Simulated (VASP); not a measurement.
**Al8Au3: relaxation of the atoms with PBEsol**

The system is Al8Au3, a slab with vacuum.

```
Al Au
1.0
     4.24475    0.00000    0.00000
    -2.12238    3.67606    0.00000
     0.00000    0.00000   27.13039
Al Au
8 3
Cartesian
  2.1224 1.2254 7.5000
  0.0000 0.0000 9.2329
  0.0000 2.4507 10.9658
  2.1224 1.2254 12.6987
  0.0000 0.0000 14.4317
  0.0000 2.4507 16.1646
  2.1224 1.2254 17.8975
  0.0000 0.0000 19.6304
  2.1224 1.2254 10.0994
  0.0000 2.4507 13.5652
  0.0000 0.0000 17.0310
```

```yaml
Program: VASP 6.6.1
Task: relaxation of the atoms
Functional: PBEsol
Potentials_or_basis: VASP PAW PBE potentials, release 64 (Al, Au)
Cutoff: 520 eV
k_mesh: 9 × 9 × 1
Occupations: gaussian, width 0.1 eV
Spin: no spin polarisation
Dipole_correction: yes
Further_INCAR_settings: ALGO = Fast; EDIFF = 1e-06; IBRION = 2; EDIFFG = -0.02; NSW = 80
```

```
Energy gained by relaxing    : 8.9 meV/atom
Ionic steps                  : 8
Largest force after relaxing : 0.015 eV/Å
Band gap on the k mesh       : zero (an odd number of electrons rules out a gap without spin polarisation)
```

Forces on the atoms (eV/Å):
```
Al   0.000  0.000 -0.013
Al   0.000  0.000 -0.014
Al   0.000  0.000 -0.001
Al   0.000  0.000 -0.015
Al   0.000  0.000  0.015
Al   0.000  0.000  0.001
Al   0.000  0.000  0.014
Al   0.000  0.000  0.013
Au   0.000  0.000  0.007
Au   0.000  0.000  0.000
Au   0.000  0.000 -0.007
```

Step by step:
| step | energy change (eV) | largest force (eV/Å) | pressure (GPa) |
| --- | --- | --- | --- |
| 1 | 0.0000 | 0.4122 | -0.68 |
| 2 | -0.0316 | 0.3204 | -0.69 |
| 3 | -0.0698 | 0.1976 | -0.67 |
| 4 | -0.0706 | 0.2452 | -0.67 |
| 5 | -0.0890 | 0.1193 | -0.68 |
| 6 | -0.0933 | 0.1096 | -0.67 |
| 7 | -0.0963 | 0.0632 | -0.67 |
| 8 | -0.0975 | 0.0146 | -0.67 |

Final structure:
```
Al Au
1.0
     4.24475    0.00000    0.00000
    -2.12238    3.67606    0.00000
     0.00000    0.00000   27.13039
Al Au
8 3
Direct
  0.66667 0.33333 0.27906
  0.00000 0.00000 0.33555
  0.33333 0.66667 0.40271
  0.66667 0.33333 0.46937
  0.00000 0.00000 0.53063
  0.33333 0.66667 0.59729
  0.66667 0.33333 0.66445
  0.00000 0.00000 0.72094
  0.66667 0.33333 0.37462
  0.33333 0.66667 0.50000
  0.00000 0.00000 0.62538
```

Levels at points of the mesh, in eV from the Fermi level:
| k point | band 27 | band 28 | band 29 | band 30 | band 31 | band 32 |
| --- | --- | --- | --- | --- | --- | --- |
| (0.00, 0.00, 0.00) | 1.09 | 1.93 | 1.93 | 2.42 | 2.46 | 2.84 |

Wall time 25 min on 1 thread of Oxide Virtual Turin-like Processor, with other jobs on the host, peak memory 0.57 GiB.

Caveat: the PAW data sets were made with another functional, which shifts forces and pressure a little; spin-orbit coupling is left out, which moves the levels of the heavy elements.
